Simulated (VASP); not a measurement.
Write the native input for VASP 6.6.1 that does the following.

| Quantity | Value |
| --- | --- |
| Task | single point |
| Functional | PBE |
| Potentials or basis | VASP PAW PBE potentials, release 64 (Mg, Al, Cd, C, N) |
| Cutoff | 520 eV |
| k mesh | 4 × 4 × 4 |
| Occupations | gaussian, width 0.1 eV |
| Spin | collinear spin, ferromagnetic start |
| Starting moments | [0.0, 0.0, 0.0, 0.0, 1.0, 1.0, 1.0, 1.0, 1.0, 1.0, 1.0, 1.0, 1.0, 1.0, 1.0, 1.0] μB |
| Dipole correction | no |
| Further INCAR settings | LREAL = Auto; ALGO = Normal; EDIFF = 1e-06; NBANDS = 54 |

The structure of Mg2AlCdC6N6 lies in POSCAR:

```
Mg2AlCdC6N6
1.0
    0.0000000000      5.5914989315      5.5914989315
    5.5914989315      0.0000000000      5.5914989315
    5.5914989315      5.5914989315      0.0000000000
Mg Al Cd C N
2 1 1 6 6
Direct
    0.2500000000      0.2500000000      0.2500000000
    0.7500000000      0.7500000000      0.7500000000
    0.0000000000      0.0000000000      0.0000000000
    0.5000000000      0.5000000000      0.5000000000
    0.8133611941      0.1866388059      0.1866388059
    0.1866388059      0.8133611941      0.1866388059
    0.1866388059      0.1866388059      0.8133611941
    0.1866388059      0.8133611941      0.8133611941
    0.8133611941      0.1866388059      0.8133611941
    0.8133611941      0.8133611941      0.1866388059
    0.7090620823      0.2909379177      0.2909379177
    0.2909379177      0.7090620823      0.2909379177
    0.2909379177      0.2909379177      0.7090620823
    0.2909379177      0.7090620823      0.7090620823
    0.7090620823      0.2909379177      0.7090620823
    0.7090620823      0.7090620823      0.2909379177
```

These files were run (other wordings do the same):

INCAR

```
ALGO     = Normal         # electronic algorithm
EDIFF    = 1E-6           # SCF threshold, eV
ENCUT    = 520            # plane-wave cutoff, eV
GGA      = PE             # functional
ISIF     = 2              # what is computed and relaxed
ISMEAR   = 0              # smearing method
ISPIN    = 2              # spin polarisation
LASPH    = True           # aspherical terms in the spheres
LCHARG   = True           # write CHGCAR
LELF     = True           # ELF
LORBIT   = 11             # projections on sites
LREAL    = Auto         
LVHAR    = True         
LWAVE    = False          # write WAVECAR
MAGMOM   = 0 0 0 0 1 1 1 1 1 1 1 1 1 1 1 1 # initial moments
NBANDS   = 54             # bands
NELM     = 150            # most SCF steps
PREC     = Accurate       # precision mode
SIGMA    = 0.1            # smearing width, eV
```

KPOINTS

```
k-points
0
Gamma
  4 4 4
```

Potentials or basis: VASP PAW PBE potentials, release 64 (Mg, Al, Cd, C, N).

The run is started by

```bash
$ cat potpaw_PBE.64/Mg/POTCAR potpaw_PBE.64/Al/POTCAR potpaw_PBE.64/Cd/POTCAR potpaw_PBE.64/C/POTCAR potpaw_PBE.64/N/POTCAR > POTCAR
$ mpirun -np 1 vasp_std > vasp.out
```

Results of the run:

| Item | Value |
| --- | --- |
| Pressure | 0.8 GPa |
| Largest force | 0.447 eV/Å |
| Band gap on the k mesh | zero (filled and empty bands overlap) |
| Net moment | -1.00 μB per cell |
| Site moments | Mg -0.11; Al -0.00; Cd +0.00; C -0.00; N -0.01 μB |
| Valence electrons inside the program's atomic spheres | Mg 0.32; Al 0.70; Cd 10.18; C 2.61; N 3.87 |

Run time: 9.5 min on 1 thread of Intel(R) Xeon(R) Platinum 8488C (Sapphire Rapids) (shared host), peak memory 0.77 GiB.
